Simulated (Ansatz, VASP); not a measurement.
## Pb: VASP beside Ansatz

```xyz
2
Lattice="3.4566 0.0000 0.0000 -1.7283 2.9935 0.0000 0.0000 0.0000 5.5525" Properties=species:S:1:pos:R:3 pbc="T T T"
Pb    0.0000    1.9957    1.3881
Pb    1.7283    0.9978    4.1644
```

Change from the starting cell: volume scaled by 0.98.

Alike in both runs: task single point; functional PBEsol; k mesh 12 × 12 × 7; occupations fermi-dirac, width 0.05 eV; no spin polarisation.

|  | VASP | Ansatz |
| --- | --- | --- |
| version | VASP 6.6.1 | Ansatz 0.2.0 |
| potentials or method | VASP PAW PBE potentials, release 64 (Pb_d), cutoff 520 eV | all-electron LAPW, scalar-relativistic |

```csv
,VASP,Ansatz,Ansatz less VASP
pressure (GPa),1.9,2.0,+0.08
"traceless stress, the component that is largest in VASP (GPa)",-0.08,-0.10,-0.028
```

VASP's potentials were made for PBE, not for PBEsol. Ansatz ran all-electron here, and VASP with PAW potentials.

Spin-orbit coupling is off throughout.
